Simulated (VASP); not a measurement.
Li3Rh:

```
Li Rh
1.0
     0.00000    2.98141    2.98141
     2.98141    0.00000    2.98141
     2.98141    2.98141    0.00000
Li Rh
3 1
Direct
  0.25000 0.25000 0.25000
  0.75000 0.75000 0.75000
  0.50000 0.50000 0.50000
  0.00000 0.00000 0.00000
```

* Program: VASP 6.6.1
* Task: relaxation of cell and atoms
* Functional: BLYP
* Dispersion: D3(BJ)
* Potentials or basis: VASP PAW PBE potentials, release 64 (Li_sv, Rh_pv)
* Cutoff: 600 eV
* k mesh: 6 × 6 × 6
* Occupations: fermi-dirac, width 0.15 eV
* Spin: no spin polarisation

At the start: pressure -6.9 GPa; volume 13.25 Å³/atom.

Problem. How do energy, volume and symmetry change on relaxing?

Solution. Over 4 steps the energy falls by 46.8 meV/atom and the volume is 11.34 Å³/atom (-14.4 %); space group Fm-3m (No. 225, to 0.1 Å) before and after.

Step by step:
```csv
step,energy change (eV),largest force (eV/Å),pressure (GPa),volume (Å³)
1,0.0000,0.0000,-6.94,53.00
2,-0.1459,0.0000,-3.77,48.72
3,-0.1868,0.0000,-0.38,45.68
4,-0.1871,0.0000,0.03,45.37
```

Final structure:
```xyz
4
Lattice="0.0000 2.8309 2.8309 2.8309 0.0000 2.8309 2.8309 2.8309 0.0000" Properties=species:S:1:pos:R:3 pbc="T T T"
Li    1.4154    1.4154    1.4154
Li    4.2463    4.2463    4.2463
Li    2.8309    2.8309    2.8309
Rh    0.0000    2.8309    2.8309
```

Caveat: the cutoff is under 1.25 times the usual one of these potentials, so pressure, stress and relaxed cells hold a basis-set (Pulay) error; the PAW data sets were made with another functional, which shifts forces and pressure a little.
